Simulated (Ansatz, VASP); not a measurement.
## One calculation of TePt, two programs

INCAR

```
SYSTEM = TePt
  PREC = Accurate
  ENCUT = 520
  EDIFF = 1E-7
  ISMEAR = 0
  SIGMA = 0.1
  LREAL = .False.
  LASPH = .True.
  NELM = 100
  ALGO = Normal
  ISIF = 2
  LWAVE = .False.
  LCHARG = .False.
  GGA = PS
  NBANDS = 24
```

KPOINTS

```
Automatic mesh
0
Gamma
  12 12 10
  0 0 0
```

Contents of POSCAR:

```
TePt
1.0
    4.2231471745      0.0000000000      0.0000000000
   -2.1115735872      3.6573527370      0.0000000000
    0.0000000000      0.0000000000      5.7078987380
Te Pt
2 2
Direct
    0.3333333333      0.6666666667      0.2500000000
    0.6666666667      0.3333333333      0.7500000000
    0.0000000000      0.0000000000      0.0000000000
    0.0000000000      0.0000000000      0.5000000000
```

Input for Ansatz:

```yaml
crystal:
  lattice:
    - [4.2231471745, 0.0, 0.0]
    - [-2.1115735872, 3.657352737, 0.0]
    - [0.0, 0.0, 5.707898738]
  atoms:
    - { symbol: Te, position: [0.3333333333, 0.6666666667, 0.25] }
    - { symbol: Te, position: [0.6666666667, 0.3333333333, 0.75] }
    - { symbol: Pt, position: [0.0, 0.0, 0.0] }
    - { symbol: Pt, position: [0.0, 0.0, 0.5] }
basis:
  ecutwfc: 420
kpoints:
  mp_grid: { grid: [12, 12, 10] }
hamiltonian:
  xc: pbesol
scf:
  occupations: { method: gaussian, width: 0.1 }
output:
  forces: true
  stress: true
  eigenvalues: true
```

Change from the starting cell: strain along c alone, the other axes held, atoms relaxed: +3.0 %.

Alike in both runs: task single point; functional PBEsol; k mesh 12 × 12 × 10; occupations gaussian, width 0.1 eV; no spin polarisation.

```csv
,VASP,Ansatz
version,VASP 6.6.1,Ansatz 0.2.0
potentials or method,"VASP PAW PBE potentials, release 64 (Te, Pt), cutoff 520 eV","scalar-relativistic, plane waves, PAW"
valence electrons in the cell,32,68
```

```tsv
	VASP	Ansatz	Ansatz less VASP
gap on the k mesh at the Fermi level (eV)	none	none	-
pressure (GPa)	-4.0	-3.8	+0.14
traceless stress, the component that is largest in VASP (GPa)	-2.03	-2.03	+0.001
```

VASP's potentials were made for PBE, not for PBEsol. A gap of «none» marks a metal or a gap that the smearing closes. VASP's potentials hold 32 valence electrons a cell and Ansatz's 68, so a difference there can come from the potentials and not from the codes.

Neither program's run includes spin-orbit coupling.
